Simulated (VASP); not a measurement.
Here is a VASP 6.6.1 calculation.

Contents of INCAR:

```
ALGO     = Normal         # electronic algorithm
EDIFF    = 1E-6           # SCF threshold, eV
EDIFFG   = -0.04          # ionic threshold
ENCUT    = 600            # plane-wave cutoff, eV
GGA      = PE             # functional
IBRION   = 2              # ionic algorithm
ISIF     = 3              # what is computed and relaxed
ISMEAR   = 0              # smearing method
LASPH    = True           # aspherical terms in the spheres
LCHARG   = False          # write CHGCAR
LREAL    = False          # projectors in reciprocal space
LWAVE    = False          # write WAVECAR
NELM     = 80             # most SCF steps
NSW      = 90             # ionic steps
PREC     = Accurate       # precision mode
SIGMA    = 0.1            # smearing width, eV
```

Contents of KPOINTS:

```
k-points
0
Gamma
  4 4 4
```

The input POSCAR:

```
Ge3Pt
1.0
    4.0433289671      0.0000000000      0.0000000000
    0.0000000000      4.0433289671      0.0000000000
    0.0000000000      0.0000000000      4.0017691887
Ge Pt
3 1
Direct
    0.0000000000      0.5000000000      0.5000000000
    0.5000000000      0.0000000000      0.5000000000
    0.5000000000      0.5000000000      0.0000000000
    0.0000000000      0.0000000000      0.0000000000
```

Potentials or basis: VASP PAW PBE potentials, release 64 (Ge_d, Pt).

Command:

```sh
$ cat potpaw_PBE.64/Ge_d/POTCAR potpaw_PBE.64/Pt/POTCAR > POTCAR
$ mpirun -np 1 vasp_std > vasp.out
```

Q: Predict the band gap on the k mesh.

A: Zero (bands 26 and 27 overlap by 1.61 eV).

Q: Estimate the space group after relaxing (to 0.1 Å).

A: Pm-3m (No. 221).

Q: Estimate the relaxed cell.

A: a = 4.163 Å, b = 4.163 Å, c = 4.122 Å, α = 90.00°, β = 90.00°, γ = 90.00°.

Q: Estimate the relaxed volume.

A: 17.86 Å³/atom.

Final structure:
```xyz
4
Lattice="4.1625 0.0000 0.0000 0.0000 4.1625 0.0000 0.0000 0.0000 4.1221" Properties=species:S:1:pos:R:3 pbc="T T T"
Ge    0.0000    2.0813    2.0611
Ge    2.0813    0.0000    2.0611
Ge    2.0813    2.0813    0.0000
Pt    0.0000    0.0000    0.0000
```

Caveat: the k points lie up to 0.38 Å⁻¹ apart in the final cell, too coarse for converged energies and pressures of a metal; spin-orbit coupling is left out, which moves the levels of the heavy elements.
